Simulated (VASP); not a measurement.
## Co: single point with PBEsol

Co:

```xyz
2
Lattice="0.0000 1.7978 1.7978 1.7978 0.0000 1.7978 3.5957 3.5957 0.0000" Properties=species:S:1:pos:R:3 pbc="T T T"
Co    0.0000    0.0000    0.0000
Co    1.7978    1.7978    0.0000
```

| Property | Result |
| --- | --- |
| Program | VASP 6.6.1 |
| Task | single point |
| Functional | PBEsol |
| Potentials or basis | VASP PAW PBE potentials, release 64 (Co) |
| Cutoff | 520 eV |
| k mesh | 12 × 12 × 6 |
| Occupations | fermi-dirac, width 0.1 eV |
| Spin | collinear spin, ferromagnetic start |
| Starting moments | [0.09, 0.09] μB |
| Dipole correction | no |
| Further INCAR settings | ALGO = Normal; EDIFF = 1e-06; NBANDS = 20 |

```
Pressure                                              : -31.3 GPa
Band gap on the k mesh                                : zero (filled and empty bands overlap)
Net moment                                            : 0.00 μB per cell
Valence electrons inside the program's atomic spheres : Co 8.14
```

Levels at points of the mesh, in eV from the Fermi level:
Spin up:
```tsv
k point	band 5	band 6	band 7	band 8	band 9	band 10	band 11	band 12	band 13	band 14
(0.00, 0.00, 0.00)	-1.60	-1.60	-1.60	-0.46	-0.46	0.01	0.30	0.30	6.25	21.20
(0.50, 0.00, 0.00)	-1.65	0.01	0.29	0.30	0.30	0.48	0.48	2.65	6.25	9.58
(0.00, 0.00, 0.50)	-1.39	-1.39	-1.39	-1.39	-0.36	-0.36	-0.36	-0.36	14.35	14.35
(0.50, 0.00, 0.50)	-1.64	-1.64	-0.74	-0.74	0.35	0.35	2.83	2.83	8.71	8.71
```
Spin down:
```tsv
k point	band 5	band 6	band 7	band 8	band 9	band 10	band 11	band 12	band 13	band 14
(0.00, 0.00, 0.00)	-1.60	-1.60	-1.60	-0.46	-0.46	0.01	0.30	0.30	6.25	21.20
(0.50, 0.00, 0.00)	-1.65	0.01	0.29	0.30	0.30	0.48	0.48	2.65	6.25	9.58
(0.00, 0.00, 0.50)	-1.39	-1.39	-1.39	-1.39	-0.36	-0.36	-0.36	-0.36	14.35	14.35
(0.50, 0.00, 0.50)	-1.64	-1.64	-0.74	-0.74	0.35	0.35	2.83	2.83	8.71	8.71
```

It took 94 s on 1 thread of AMD EPYC 7R43 64-Core Processor (Zen 3), on a shared host, peak memory 0.16 GiB.

Caveat: the PAW data sets were made with another functional, which shifts forces and pressure a little.
